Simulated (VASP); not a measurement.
# NaHgH2 (P4/mmm) in VASP: a series of runs

The runs below take NaHgH2 through single point, with PBE.

All numbers are computed with VASP 6.6.1; they aren't measurements. Logs are shortened: lines on timing, memory, paths and dates and some standing lists are left out, and cuts for length are marked.

### Step 1. The cell of the first run

The structure is tetragonal, space group P4/mmm (No. 123). Conventional cell: a = 3.060 Å, b = 3.060 Å, c = 6.120 Å, α = 90.00°, β = 90.00°, γ = 90.00°. Na (site symmetry 4/mmm) has 8 H at 2.65 Å and 2 Hg at 3.06 Å and 4 Na at 3.06 Å within 3.5 Å. Within 3.5 Å of Hg (site symmetry 4/mmm) lie 8 H at 2.65 Å and 2 Na at 3.06 Å and 4 Hg at 3.06 Å. Within 3.5 Å of H (site symmetry 4mm) lie 4 Na at 2.65 Å and 4 Hg at 2.65 Å and 6 H at 3.06 Å.

### Step 2. Single point, PBE

File INCAR:

```
PREC = Accurate ; ENCUT = 520
EDIFF = 1E-6 ; ISMEAR = 0
SIGMA = 0.1 ; LREAL = False
LASPH = True ; NELM = 100
ALGO = Normal ; ISIF = 2
LWAVE = False ; LCHARG = False
GGA = PE ; NBANDS = 18
```

File KPOINTS:

```
Automatic mesh
0
Gamma
  6 6 4
```

File POSCAR:

```
NaHgH2
1.0
    3.0599564300      0.0000000000      0.0000000000
    0.0000000000      3.0599564300      0.0000000000
    0.0000000000      0.0000000000      6.1199128500
Na Hg H
1 1 2
Direct
    0.0000000000      0.0000000000      0.5000000000
    0.0000000000      0.0000000000      0.0000000000
    0.5000000000      0.5000000000      0.2500000000
    0.5000000000      0.5000000000      0.7500000000
```

Potentials or basis: VASP PAW PBE potentials, release 64 (Na_pv, Hg, H).

The run is started by

```sh
$ cat potpaw_PBE.64/Na_pv/POTCAR potpaw_PBE.64/Hg/POTCAR potpaw_PBE.64/H/POTCAR > POTCAR
$ mpirun -np 1 vasp_std > vasp.out
```

OUTCAR:

```text
PREC = Accurate
   ENCUT = 520
   EDIFF = 1E-6
   ISMEAR = 0
   LREAL = False
   LASPH = True
   NELM = 100
   ISIF = 2
   GGA = PE

 ion  position               nearest neighbor table
   1  0.000  0.000  0.500-   2 3.06   2 3.06
   2  0.000  0.000  0.000-   1 3.06   1 3.06
   3  0.500  0.500  0.250-
   4  0.500  0.500  0.750-

  LATTYP: Found a simple tetragonal cell.
 ALAT       =     3.0599564300
 C/A-ratio  =     1.9999999967

  Lattice vectors:

 A1 = (   3.0599564300,   0.0000000000,   0.0000000000)
 A2 = (   0.0000000000,   3.0599564300,   0.0000000000)
 A3 = (   0.0000000000,   0.0000000000,   6.1199128500)

Analysis of symmetry for initial positions (statically):
=====================================================================
 Subroutine PRICEL returns:
 Original cell was already a primitive cell.

 Routine SETGRP: Setting up the symmetry group for a
 simple tetragonal supercell.

 Subroutine GETGRP returns: Found 16 space group operations
 (whereof 16 operations were pure point group operations)
 out of a pool of 16 trial point group operations.

The static configuration has the point symmetry D_4h.

Analysis of symmetry for dynamics (positions and initial velocities):
=====================================================================
 Subroutine PRICEL returns:
 Original cell was already a primitive cell.

 Routine SETGRP: Setting up the symmetry group for a
 simple tetragonal supercell.

 Subroutine GETGRP returns: Found 16 space group operations
 (whereof 16 operations were pure point group operations)
 out of a pool of 16 trial point group operations.

The dynamic configuration has the point symmetry D_4h.

 Subroutine INISYM returns: Found 16 space group operations
 (whereof 16 operations are pure point group operations),
 and found     1 'primitive' translations

----------------------------------------------------------------------------------------

                                     Primitive cell

  volume of cell :      57.3028

  direct lattice vectors                    reciprocal lattice vectors
     3.059956430  0.000000000  0.000000000     0.326802039  0.000000000  0.000000000
     0.000000000  3.059956430  0.000000000     0.000000000  0.326802039  0.000000000
     0.000000000  0.000000000  6.119912850     0.000000000  0.000000000  0.163401020

  length of vectors
     3.059956430  3.059956430  6.119912850     0.326802039  0.326802039  0.163401020

  position of ions in fractional coordinates (direct lattice)
     0.000000000  0.000000000  0.500000000
     0.000000000  0.000000000  0.000000000
     0.500000000  0.500000000  0.250000000
     0.500000000  0.500000000  0.750000000

  ion indices of the primitive-cell ions
   primitive index   ion index
                 1           1
                 2           2
                 3           3
                 4           4

----------------------------------------------------------------------------------------

 KPOINTS: Automatic mesh

Automatic generation of k-mesh.
 Grid dimensions read from file:
 generate k-points for:    6    6    4

 Generating k-lattice:

  Cartesian coordinates                     Fractional coordinates (reciprocal lattice)
     0.054467006  0.000000000  0.000000000     0.166666667  0.000000000  0.000000000
     0.000000000  0.054467006  0.000000000     0.000000000  0.166666667  0.000000000
     0.000000000  0.000000000  0.040850255     0.000000000  0.000000000  0.250000000

  Length of vectors
     0.054467006  0.054467006  0.040850255

  Shift w.r.t. Gamma in fractional coordinates (k-lattice)
     0.000000000  0.000000000  0.000000000

 Subroutine IBZKPT returns following result:
 ===========================================

 Found     30 irreducible k-points:

 Following reciprocal coordinates:
            Coordinates               Weight
  0.000000  0.000000  0.000000      1.000000
  0.166667  0.000000  0.000000      4.000000
  0.333333  0.000000  0.000000      4.000000
  0.500000  0.000000  0.000000      2.000000
  0.166667  0.166667  0.000000      4.000000
  0.333333  0.166667  0.000000      8.000000
[... 16 lines left out ...]
  0.333333  0.000000  0.500000      4.000000
  0.500000  0.000000  0.500000      2.000000
 [... further k-points ...]
   k-points           NKPTS =     30   k-points in BZ     NKDIM =     30   number of bands    NBANDS=     18
   number of dos      NEDOS =    301   number of ions     NIONS =      4
   total plane-waves  NPLWV =  27648
   dimension x,y,z NGX =    24 NGY =   24 NGZ =   48
   dimension x,y,z NGXF=    48 NGYF=   48 NGZF=   96
   ions per type =               1   1   2
   NGX,Y,Z   is equivalent  to a cutoff of  13.04, 13.04, 13.04 a.u.
   NGXF,Y,Z  is equivalent  to a cutoff of  26.08, 26.08, 26.08 a.u.
 SYSTEM =  unknown system
   PREC   = accura    normal or accurate (medium, high low for compatibility)
   ISTART =      0    job   : 0-new  1-cont  2-samecut
   ICHARG =      2    charge: 1-file 2-atom 10-const
   ISPIN  =      1    spin polarized calculation?
   LNONCOLLINEAR =      F non collinear calculations
   LSORBIT =      F    spin-orbit coupling
   LASPH  =      T    aspherical Exc in radial PAW
   ENCUT  =  520.0 eV  38.22 Ry    6.18 a.u.   5.69  5.69 11.38*2*pi/ulx,y,z
   NELM   =    100;   NELMIN=  2; NELMDL= -5     # of ELM steps
   EDIFF  = 0.1E-05   stopping-criterion for ELM
   LREAL  =      F    real-space projection
   EDIFFG = 0.1E-04   stopping-criterion for IOM
   NSW    =      0    number of steps for IOM
   IBRION =     -1    ionic relax: 0-MD 1-quasi-New 2-CG
   NFREE  =      0    steps in history (QN), initial steepest desc. (CG)
   ISIF   =      2    stress and relaxation
   ISYM   =      2    0-nonsym 1-usesym 2-fastsym
   POTIM  = 0.5000    time-step for ionic-motion
   TEBEG  =    0.0;   TEEND  =   0.0 temperature during run
   PSTRESS=    0.0 pullay stress
   NELECT =      21.0000    total number of electrons
   NUPDOWN=      -1.0000    fix difference up-down
   EMIN   =  10.00;   EMAX   =-10.00  energy-range for DOS
   EFERMI =   0.00;   METHOD = LEGACY
   ISMEAR =     0;   SIGMA  =   0.10  broadening in eV -4-tet -1-fermi 0-gaus
   EFERMI_NEDOS =   21; number of points for ismear=-14 and -15
   IALGO  =     38    algorithm
   IMIX   =      4    mixing-type and parameters
     AMIX     =   0.40;   BMIX     =  1.00
     AMIX_MAG =   1.60;   BMIX_MAG =  1.00
  volume/ion in A,a.u.               =      14.33        96.67
  Fermi-wavevector in a.u.,A,eV,Ry     =   1.171537  2.213884 18.673983  1.372499
  Thomas-Fermi vector in A             =   2.307979
   LORBIT       =      0    0 simple, 1 ext, 2 COOP (PROOUT), +10 PAW based schemes
   GGA     = PE    functional components
   LHFCALC =     F    Hartree Fock is set to
   AEXX    =    0.0000 exact exchange contribution
   IVDW    =     0    specifies the selected vdW correction
   LEPSILON=     F    determine dielectric tensor
   LRPA    =     F    only Hartree local field effects (RPA)
 non-spin polarized calculation
 Gauss-broadening in eV      SIGMA  =   0.10
  energy-cutoff  :      520.00
  volume of cell :       57.30
 maximum number of plane-waves:      1572
 NGX is ok and might be reduce to    24
   NGX = 11   NGY = 11   NGZ = 23

 number of electron      21.0000004 magnetization

 Free energy of the ion-electron system (eV)
  ---------------------------------------------------
  ext. energy  EPLUGINS =         0.00000000
  ---------------------------------------------------
  free energy    TOTEN  =        -6.41480127 eV

  energy without entropy =       -6.40852162  energy(sigma->0) =       -6.41166145

 E-fermi :   1.0820     XC(G=0):  -9.2157

 val. band max:        0.9689886825   @ k =   0.5000   0.5000   0.2500
 cond. band min:       1.0905738584   @ k =   0.5000   0.5000   0.5000
 fundamental gap:      0.1215851758
 Fermi energy:         1.0819750478

 k-point     1 :       0.0000    0.0000    0.0000
  band No.  band energies     occupation
      1     -23.0284      2.00000
      2     -22.9851      2.00000
      3     -22.9851      2.00000
      4      -6.8940      2.00000
      5      -6.2402      2.00000
      6      -5.6526      2.00000
[... 10 lines left out ...]
     17      12.7768      0.00000
     18      13.7076      0.00000

 k-point     2 :       0.1667    0.0000    0.0000
  band No.  band energies     occupation
      1     -23.0242      2.00000
      2     -23.0170      2.00000
      3     -22.9823      2.00000
      4      -6.4778      2.00000
      5      -5.9453      2.00000
      6      -5.5207      2.00000
[... 10 lines left out ...]
     17      12.5161      0.00000
     18      13.9994      0.00000

 k-point     3 :       0.3333    0.0000    0.0000
  band No.  band energies     occupation
      1     -23.0801      2.00000
      2     -23.0160      2.00000
      3     -22.9768      2.00000
      4      -6.1173      2.00000
      5      -5.7025      2.00000
      6      -5.1931      2.00000
[... 10 lines left out ...]
     17      13.8390      0.00000
     18      14.8180      0.00000

 k-point     4 :       0.5000    0.0000    0.0000
  band No.  band energies     occupation
      1     -23.1115      2.00000
      2     -23.0119      2.00000
      3     -22.9740      2.00000
      4      -6.0201      2.00000
      5      -5.9131      2.00000
      6      -4.9949      2.00000
[... 375 lines left out ...]
      4      -6.3905      2.00000
      5      -5.9076      2.00000
      6      -5.3096      2.00000
[... 10 lines left out ...]
     17      12.6788      0.00000
     18      14.5747      0.00000

 k-point    23 :       0.3333    0.0000    0.5000
  band No.  band energies     occupation
      1     -23.0802      2.00000
      2     -23.0171      2.00000
      3     -22.9768      2.00000
      4      -6.1108      2.00000
      5      -5.7468      2.00000
      6      -5.1239      2.00000
[... 10 lines left out ...]
     17      13.5136      0.00000
     18      13.9787      0.00000

 k-point    24 :       0.5000    0.0000    0.5000
  band No.  band energies     occupation
      1     -23.1115      2.00000
      2     -23.0129      2.00000
      3     -22.9740      2.00000
      4      -6.0197      2.00000
      5      -5.9431      2.00000
      6      -4.9948      2.00000
[... 10 lines left out ...]
     17      13.4463      0.00000
     18      15.8161      0.00000

 [... further k-points ...]

------------------------ aborting loop because EDIFF is reached ----------------------------------------

  FORCE on cell =-STRESS in cart. coord.  units (eV):
  Direction    XX          YY          ZZ          XY          YZ          ZX
  --------------------------------------------------------------------------------------
  -------------------------------------------------------------------------------------
  Total        0.5648424      0.5648424     -0.8490969      0.0000000     -0.0000000      0.0000000
  in kB       15.7929090     15.7929090    -23.7406234      0.0000000     -0.0000000      0.0000000
  external PRESSURE =       2.6150649 kB  Pullay stress =       0.0000000 kB

 VOLUME and BASIS-vectors are now :
 -----------------------------------------------------------------------------
  energy-cutoff  :      520.00
  volume of cell :       57.30
      direct lattice vectors                 reciprocal lattice vectors
     3.059956430  0.000000000  0.000000000     0.326802039  0.000000000  0.000000000
     0.000000000  3.059956430  0.000000000     0.000000000  0.326802039  0.000000000
     0.000000000  0.000000000  6.119912850     0.000000000  0.000000000  0.163401020

 POSITION                                       TOTAL-FORCE (eV/Angst)
 -----------------------------------------------------------------------------------
      0.00000      0.00000      3.05996         0.000000      0.000000      0.000000
      0.00000      0.00000      0.00000         0.000000      0.000000      0.000000
      1.52998      1.52998      1.52998        -0.000000     -0.000000      0.227512
      1.52998      1.52998      4.58993         0.000000      0.000000     -0.227512
 -----------------------------------------------------------------------------------
    total drift:                                0.000000      0.000000      0.000000

  FREE ENERGIE OF THE ION-ELECTRON SYSTEM (eV)
  ---------------------------------------------------
  free  energy   TOTEN  =        -6.4148012671 eV

  energy  without entropy=       -6.4085216245  energy(sigma->0) =       -6.41166145
```

Run time: 17 s. Hardware: 1 thread of Intel Xeon Platinum 8375C at 2.90GHz (Ice Lake), shared host; peak memory 0.18 GiB.

Results:

| Property | Result |
| --- | --- |
| Free energy | -6.4148 eV |
| Pressure | 0.3 GPa |
| Largest force | 0.228 eV/Å |

Forces in eV/Å, atoms in the order of the input:
```
Na   0.000  0.000  0.000
Hg   0.000  0.000  0.000
H    0.000  0.000  0.228
H    0.000  0.000 -0.228
```

Levels at points of the mesh, in eV from the Fermi level:
| k point | band 6 | band 7 | band 8 | band 9 | band 10 | band 11 | band 12 | band 13 | band 14 | band 15 |
| --- | --- | --- | --- | --- | --- | --- | --- | --- | --- | --- |
| (0.00, 0.00, 0.00) | -6.73 | -5.87 | -5.87 | -5.50 | -3.77 | -0.97 | 6.18 | 8.30 | 10.17 | 10.17 |
| (0.50, 0.00, 0.00) | -6.08 | -6.08 | -5.78 | -3.84 | -2.05 | -0.65 | 2.64 | 2.70 | 4.81 | 8.99 |
| (0.50, 0.50, 0.00) | -6.56 | -6.03 | -4.97 | -0.81 | -0.29 | 1.58 | 2.26 | 2.26 | 6.48 | 7.31 |
| (0.00, 0.00, 0.50) | -6.52 | -5.87 | -5.87 | -5.50 | -4.98 | 1.58 | 3.65 | 7.97 | 9.93 | 10.41 |
| (0.50, 0.00, 0.50) | -6.08 | -6.03 | -5.78 | -3.41 | -1.90 | -1.69 | 1.28 | 4.63 | 7.16 | 8.56 |
| (0.50, 0.50, 0.50) | -6.56 | -6.00 | -4.97 | -1.12 | 0.01 | 1.70 | 2.47 | 2.47 | 5.66 | 5.75 |

Caveat: spin-orbit coupling is left out, which moves the levels of the heavy elements.

(Part 1 of 2 ends here.)
